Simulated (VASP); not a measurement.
Crystal: TaWC2.

```
W Ta C
1.0
     1.57186    0.90751    5.10162
    -1.57186    0.90751    5.10162
     0.00000   -1.81502    5.10162
W Ta C
1 1 2
Cartesian
  0.0000 0.0000 0.0000
  0.0000 0.0000 7.6524
  0.0000 0.0000 3.8405
  0.0000 0.0000 11.4644
```

- Program: VASP 6.6.1
- Task: relaxation of cell and atoms
- Functional: PBEsol
- Potentials or basis: VASP PAW PBE potentials, release 64 (W_sv, Ta_pv, C)
- Cutoff: 600 eV
- k mesh: 10 × 10 × 10
- Occupations: fermi-dirac, width 0.05 eV
- Spin: no spin polarisation
- Hubbard terms: Ta d U = 2.0 eV, W d U = 2.0 eV

At the start: pressure -5.4 GPa; volume 10.92 Å³/atom.

**Question.** How do energy, volume and symmetry change on relaxing?

**Answer.** Over 6 steps the energy falls by 3.0 meV/atom and the volume is 10.75 Å³/atom (-1.6 %); space group R-3m (No. 166, to 0.1 Å) before and after.

The path:
```tsv
step	energy change (eV)	largest force (eV/Å)	pressure (GPa)	volume (Å³)
1	0.0000	0.0998	-5.38	43.66
2	0.0590	0.0150	14.70	41.39
3	-0.0118	0.0792	-0.02	42.99
4	-0.0118	0.0788	0.08	42.98
5	-0.0121	0.0117	0.04	42.98
6	-0.0121	0.0006	0.05	42.98
```

Final structure:
```cif
data_structure
_symmetry_space_group_name_H-M 'P 1'
_symmetry_Int_Tables_number 1
_cell_length_a 5.3891
_cell_length_b 5.3891
_cell_length_c 5.3891
_cell_angle_alpha 33.724
_cell_angle_beta 33.724
_cell_angle_gamma 33.724
_cell_volume 42.98
loop_
_atom_site_label
_atom_site_type_symbol
_atom_site_fract_x
_atom_site_fract_y
_atom_site_fract_z
_atom_site_occupancy
W1 W 0.00000 0.00000 0.00000 1
Ta1 Ta 0.50000 0.50000 0.50000 1
C1 C 0.25128 0.25128 0.25128 1
C2 C 0.74872 0.74872 0.74872 1
```

Caveat: the highest band is partly filled, so the run has too few bands; the PAW data sets were made with another functional, which shifts forces and pressure a little; the U is typed as a test and isn't derived for this compound.
